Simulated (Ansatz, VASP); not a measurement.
## TePb: VASP beside Ansatz

Contents of INCAR:

```
SYSTEM = TePb
  PREC = Accurate
  ENCUT = 520
  EDIFF = 1E-6
  ISMEAR = -1
  SIGMA = 0.05
  LREAL = .False.
  LASPH = .True.
  NELM = 80
  ALGO = Normal
  ISIF = 2
  LWAVE = .False.
  LCHARG = .False.
  GGA = PE
  NBANDS = 17
```

KPOINTS

```
regular mesh
0
Gamma
  12 12 12
  0 0 0
```

POSCAR

```
TePb
1.0
    0.0000000000      3.6679212010      3.6679212010
    3.6679212010      0.0000000000      3.6679212010
    3.6679212010      3.6679212010      0.0000000000
Pb Te
1 1
Direct
    0.0000000000      0.0000000000      0.0000000000
    0.2500000000      0.2500000000      0.2500000000
```

Input for Ansatz:

```yaml
crystal:
  lattice:
    - [0.0, 3.667921201, 3.667921201]
    - [3.667921201, 0.0, 3.667921201]
    - [3.667921201, 3.667921201, 0.0]
  atoms:
    - { symbol: Pb, position: [0.0, 0.0, 0.0] }
    - { symbol: Te, position: [0.25, 0.25, 0.25] }
kpoints:
  mp_grid: { grid: [12, 12, 12] }
  band_path:
    path:
      - [0.0, 0.0, 0.0]
      - [-0.5, -0.5, 0.0]
      - [-0.375, -0.375, 0.25]
      - [-0.375, 0.0, 0.375]
      - [0.0, 0.0, 0.0]
      - [0.0, 0.0, 0.5]
      - [-0.5, -0.25, 0.25]
      - [-0.5, -0.5, 0.0]
    npoints: 14
scf:
  occupations: { method: fermi_dirac, width: 0.05 }
hamiltonian:
  xc: pbe
  pseudopotentials: { kind: all_electron, lapw: { basis_error: 0.001 } }
output:
  forces: true
  stress: true
  eigenvalues: true
  populations: true
  dos: { projected: true, de: 0.2, e_range: [-14, 8] }
```

Alike in both runs: task single point; functional PBE; k mesh 12 × 12 × 12; occupations fermi-dirac, width 0.05 eV; no spin polarisation.

```csv
,VASP,Ansatz
version,VASP 6.6.1,Ansatz 0.2.0
potentials or method,"VASP PAW PBE potentials, release 64 (Pb_d, Te), cutoff 520 eV","all-electron LAPW, scalar-relativistic"
```

```tsv
	VASP	Ansatz	Ansatz less VASP
pressure (GPa)	0.0	0.0	+0.04
```

Ansatz ran all-electron here, and VASP with PAW potentials.

Spin-orbit coupling is off throughout.
